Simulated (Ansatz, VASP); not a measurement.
**GeBr: VASP beside Ansatz**

File INCAR:

```
SYSTEM = GeBr
ALGO = Normal
EDIFF = 1E-6
EDIFFG = -0.01
ENCUT = 600
GGA = PE
IBRION = 2
ISIF = 3
ISMEAR = 0
LASPH = .TRUE.
LCHARG = .FALSE.
LREAL = .FALSE.
LWAVE = .FALSE.
NELM = 100
NSW = 100
PREC = Accurate
SIGMA = 0.1
```

Contents of KPOINTS:

```
k-points
0
G
  12 12 8
  0 0 0
```

File POSCAR:

```
GeBr
1.0
    4.8934122063      0.0000000000      0.0000000000
   -2.4467061031      4.2378192818      0.0000000000
    0.0000000000      0.0000000000      5.4405174529
Ge Br
2 2
Direct
    0.0000000000      0.0000000000      0.0000000000
    0.0000000000      0.0000000000      0.5000000000
    0.3333333333      0.6666666667      0.7500000000
    0.6666666667      0.3333333333      0.2500000000
```

Input for Ansatz:

```yaml
crystal:
  lattice:
    - [4.8934122063, 0.0, 0.0]
    - [-2.4467061031, 4.2378192818, 0.0]
    - [0.0, 0.0, 5.4405174529]
  atoms:
    - { symbol: Ge, position: [0.0, 0.0, 0.0] }
    - { symbol: Ge, position: [0.0, 0.0, 0.5] }
    - { symbol: Br, position: [0.3333333333, 0.6666666667, 0.75] }
    - { symbol: Br, position: [0.6666666667, 0.3333333333, 0.25] }
basis:
  ecutwfc: 420
kpoints:
  mp_grid: { grid: [12, 12, 8] }
hamiltonian:
  xc: pbe
scf:
  occupations: { method: gaussian, width: 0.1 }
output:
  forces: true
  stress: true
  eigenvalues: true
relax:
  adjacent_minimum: "off"
  f_tol: 0.01
  max_steps: 80
  cell: { stress_tol: 0.05 }
```

Alike in both runs: task relaxation of cell and atoms; functional PBE; k mesh 12 × 12 × 8; occupations gaussian, width 0.1 eV; no spin polarisation.

```csv
,VASP,Ansatz
version,VASP 6.6.1,Ansatz 0.2.0
potentials or method,"VASP PAW PBE potentials, release 64 (Ge_d, Br), cutoff 600 eV","scalar-relativistic, plane waves, PAW"
valence electrons in the cell,42,42
```

Ansatz gave:

```
gap on the k mesh at the Fermi level, each at its own relaxed structure (eV) : none
relaxed volume (Å³/atom)                                                     : 28.07
relaxed cell length with the largest relative difference (Å)                 : 4.827
```

Task: Which values does VASP return?

Result: gap on the k mesh at the Fermi level, each at its own relaxed structure (eV): none; relaxed volume (Å³/atom): 28.05; relaxed cell length with the largest relative difference (Å): 4.825.

A gap of «none» marks a metal or a gap that the smearing closes.
